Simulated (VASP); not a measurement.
# Sc6As (P-3m1) in VASP: single point with PBE

Aim: the single point of Sc6As with PBE.

Program: VASP 6.6.1. These are calculated values, not measurements. Logs are shortened: lines on timing, memory, paths and dates and some standing lists are left out, and cuts for length are marked.

## Step 1: The cell of the first run

Symmetry: P-3m1, No. 164, trigonal system. Conventional cell: a = 3.486 Å, b = 3.486 Å, c = 16.291 Å, α = 90.00°, β = 90.00°, γ = 120.00°. Within 4.2 Å of Sc (site symmetry 3m) lie 12 Sc at 3.21 to 3.49 Å. Within 3.5 Å of Sc (site symmetry 3m) lie 3 As at 2.63 Å and 9 Sc at 3.36 to 3.49 Å. Within 4.2 Å of Sc (site symmetry 3m) lie 12 Sc at 3.21 to 3.49 Å. Within 3.5 Å of As (site symmetry -3m) lie 6 Sc at 2.63 Å and 6 As at 3.49 Å.

## Step 2: Single point, PBE

Input file INCAR:

```
SYSTEM = Sc6As
  PREC = Accurate
  ENCUT = 520
  EDIFF = 1E-6
  ISMEAR = 0
  SIGMA = 0.2
  LREAL = .False.
  LASPH = .True.
  NELM = 100
  ALGO = Fast
  ISIF = 2
  LWAVE = .False.
  LCHARG = .False.
  GGA = PE
  NBANDS = 44
```

Input file KPOINTS:

```
regular mesh
0
Gamma
  6 6 2
  0 0 0
```

Input file POSCAR:

```
Sc6As
1.0
    3.4860513742      0.0000000000      0.0000000000
   -1.7430256871      3.0190090489      0.0000000000
    0.0000000000      0.0000000000     16.2908792771
Sc As
6 1
Direct
    0.3333333333      0.6666666667      0.4224321029
    0.6666666667      0.3333333333      0.5775678971
    0.3333333333      0.6666666667      0.1039145594
    0.6666666667      0.3333333333      0.8960854406
    0.3333333333      0.6666666667      0.7311952677
    0.6666666667      0.3333333333      0.2688047323
    0.0000000000      0.0000000000      0.0000000000
```

Potentials or basis: VASP PAW PBE potentials, release 64 (Sc_sv, As).

The run is started by

```
> cat potpaw_PBE.64/Sc_sv/POTCAR potpaw_PBE.64/As/POTCAR > POTCAR
> mpirun -np 1 vasp_std > vasp.out
```

OUTCAR:

```text
SYSTEM = Sc6As
   PREC = Accurate
   ENCUT = 520
   EDIFF = 1E-6
   ISMEAR = 0
   LREAL = .False.
   LASPH = .True.
   NELM = 100
   ISIF = 2
   GGA = PE

 ion  position               nearest neighbor table
   1  0.333  0.667  0.422-   6 3.21   6 3.21   6 3.21   2 3.23   2 3.23   2 3.23
   2  0.667  0.333  0.578-   5 3.21   5 3.21   5 3.21   1 3.23   1 3.23   1 3.23
   3  0.333  0.667  0.104-   7 2.63   7 2.63   7 2.63   6 3.36   6 3.36   6 3.36
   4  0.667  0.333  0.896-   7 2.63   7 2.63   7 2.63   5 3.36   5 3.36   5 3.36
   5  0.333  0.667  0.731-   2 3.21   2 3.21   2 3.21   4 3.36   4 3.36   4 3.36
   6  0.667  0.333  0.269-   1 3.21   1 3.21   1 3.21   3 3.36   3 3.36   3 3.36
   7  0.000  0.000  0.000-   3 2.63   4 2.63   3 2.63   4 2.63   4 2.63   3 2.63

  LATTYP: Found a hexagonal cell.
 ALAT       =     3.4860513742
 C/A-ratio  =     4.6731609860

  Lattice vectors:

 A1 = (   3.4860513742,   0.0000000000,   0.0000000000)
 A2 = (  -1.7430256871,   3.0190090489,   0.0000000000)
 A3 = (   0.0000000000,   0.0000000000,  16.2908792771)

Analysis of symmetry for initial positions (statically):
=====================================================================
 Subroutine PRICEL returns:
 Original cell was already a primitive cell.

 Routine SETGRP: Setting up the symmetry group for a
 hexagonal supercell.

 Subroutine GETGRP returns: Found 12 space group operations
 (whereof 12 operations were pure point group operations)
 out of a pool of 24 trial point group operations.

The static configuration has the point symmetry D_3d.

Analysis of symmetry for dynamics (positions and initial velocities):
=====================================================================
 Subroutine PRICEL returns:
 Original cell was already a primitive cell.

 Routine SETGRP: Setting up the symmetry group for a
 hexagonal supercell.

 Subroutine GETGRP returns: Found 12 space group operations
 (whereof 12 operations were pure point group operations)
 out of a pool of 24 trial point group operations.

The dynamic configuration has the point symmetry D_3d.

 Subroutine INISYM returns: Found 12 space group operations
 (whereof 12 operations are pure point group operations),
 and found     1 'primitive' translations

----------------------------------------------------------------------------------------

                                     Primitive cell
[... 94 lines left out ...]
   IBRION =     -1    ionic relax: 0-MD 1-quasi-New 2-CG
   NFREE  =      0    steps in history (QN), initial steepest desc. (CG)
   ISIF   =      2    stress and relaxation
   ISYM   =      2    0-nonsym 1-usesym 2-fastsym
   POTIM  = 0.5000    time-step for ionic-motion
   TEBEG  =    0.0;   TEEND  =   0.0 temperature during run
   PSTRESS=    0.0 pullay stress
   NELECT =      71.0000    total number of electrons
   NUPDOWN=      -1.0000    fix difference up-down
   EMIN   =  10.00;   EMAX   =-10.00  energy-range for DOS
   EFERMI =   0.00;   METHOD = LEGACY
   ISMEAR =     0;   SIGMA  =   0.20  broadening in eV -4-tet -1-fermi 0-gaus
   EFERMI_NEDOS =   21; number of points for ismear=-14 and -15
   IALGO  =     68    algorithm
   IMIX   =      4    mixing-type and parameters
     AMIX     =   0.40;   BMIX     =  1.00
     AMIX_MAG =   1.60;   BMIX_MAG =  1.00
  volume/ion in A,a.u.               =      24.49       165.29
  Fermi-wavevector in a.u.,A,eV,Ry     =   1.220244  2.305927 20.259015  1.488996
  Thomas-Fermi vector in A             =   2.355468
   LORBIT       =      0    0 simple, 1 ext, 2 COOP (PROOUT), +10 PAW based schemes
   GGA     = PE    functional components
   LHFCALC =     F    Hartree Fock is set to
   AEXX    =    0.0000 exact exchange contribution
   IVDW    =     0    specifies the selected vdW correction
   LEPSILON=     F    determine dielectric tensor
   LRPA    =     F    only Hartree local field effects (RPA)
 non-spin polarized calculation
 RMM-DIIS sequential band-by-band and
 Gauss-broadening in eV      SIGMA  =   0.20
  energy-cutoff  :      520.00
  volume of cell :      171.45
 maximum number of plane-waves:      4669
 NGX is ok and might be reduce to    28
   NGX = 13   NGY = 13   NGZ = 61

 number of electron      70.9999999 magnetization

 Free energy of the ion-electron system (eV)
  ---------------------------------------------------
  ext. energy  EPLUGINS =         0.00000000
  ---------------------------------------------------
  free energy    TOTEN  =       -44.05960285 eV

  energy without entropy =      -43.83224373  energy(sigma->0) =      -43.94592329

 E-fermi :   3.7165     XC(G=0):  -9.8056

 val. band max:        3.6951260730   @ k =   0.5000   0.0000   0.5000
 cond. band min:       3.7238857024   @ k =   0.1667   0.1667   0.5000
 fundamental gap:      0.0287596294
 Fermi energy:         3.7164740755

 k-point     1 :       0.0000    0.0000    0.0000
  band No.  band energies     occupation
      1     -45.9040      2.00000
      2     -45.9027      2.00000
      3     -45.8284      2.00000
      4     -45.7966      2.00000
      5     -45.6412      2.00000
      6     -45.6377      2.00000
[... 647 lines left out ...]
     43       4.5922      0.00000
     44       5.9388      0.00000

------------------------ aborting loop because EDIFF is reached ----------------------------------------

  FORCE on cell =-STRESS in cart. coord.  units (eV):
  Direction    XX          YY          ZZ          XY          YZ          ZX
  --------------------------------------------------------------------------------------
  -------------------------------------------------------------------------------------
  Total        0.1203323      0.1203323      0.2615290      0.0000000      0.0000000     -0.0000000
  in kB        1.1244755      1.1244755      2.4439241      0.0000000      0.0000000     -0.0000000
  external PRESSURE =       1.5642917 kB  Pullay stress =       0.0000000 kB

 VOLUME and BASIS-vectors are now :
 -----------------------------------------------------------------------------
  energy-cutoff  :      520.00
  volume of cell :      171.45
      direct lattice vectors                 reciprocal lattice vectors
     3.486051374  0.000000000  0.000000000     0.286857505  0.165617258  0.000000000
    -1.743025687  3.019009049  0.000000000     0.000000000  0.331234516  0.000000000
     0.000000000  0.000000000 16.290879277     0.000000000  0.000000000  0.061384041

 POSITION                                       TOTAL-FORCE (eV/Angst)
 -----------------------------------------------------------------------------------
     -0.00000      2.01267      6.88179         0.000000      0.000000      0.003506
      1.74303      1.00634      9.40909        -0.000000     -0.000000     -0.003506
     -0.00000      2.01267      1.69286         0.000000      0.000000      0.019668
      1.74303      1.00634     14.59802        -0.000000     -0.000000     -0.019668
     -0.00000      2.01267     11.91181         0.000000     -0.000000     -0.003420
      1.74303      1.00634      4.37907        -0.000000      0.000000      0.003420
      0.00000      0.00000      0.00000        -0.000000      0.000000      0.000000
 -----------------------------------------------------------------------------------
    total drift:                               -0.000000      0.000000      0.000000

  FREE ENERGIE OF THE ION-ELECTRON SYSTEM (eV)
  ---------------------------------------------------
  free  energy   TOTEN  =       -44.0596028524 eV

  energy  without entropy=      -43.8322437282  energy(sigma->0) =      -43.94592329
```

It took 2.6 min on 1 thread of AMD EPYC 9R45 (Zen 5), shared host; peak memory 0.31 GiB.

What came out:

```
Free energy   : -44.0596 eV
Pressure      : 0.2 GPa
Largest force : 0.020 eV/Å
```

Forces on the atoms (eV/Å):
```
Sc   0.000  0.000  0.004
Sc   0.000  0.000 -0.004
Sc   0.000  0.000  0.020
Sc   0.000  0.000 -0.020
Sc   0.000  0.000 -0.003
Sc   0.000  0.000  0.003
As   0.000  0.000  0.000
```

Levels at points of the mesh, in eV from the Fermi level:
| k point | band 33 | band 34 | band 35 | band 36 | band 37 | band 38 |
| --- | --- | --- | --- | --- | --- | --- |
| (0.00, 0.00, 0.00) | -0.36 | 0.31 | 0.89 | 1.09 | 1.26 | 1.27 |
| (0.50, 0.00, 0.00) | -0.89 | -0.42 | -0.30 | -0.28 | -0.07 | -0.06 |
| (0.00, 0.00, 0.50) | -0.36 | 0.39 | 0.85 | 0.98 | 1.26 | 1.27 |
| (0.50, 0.00, 0.50) | -0.89 | -0.41 | -0.37 | -0.27 | -0.05 | -0.02 |
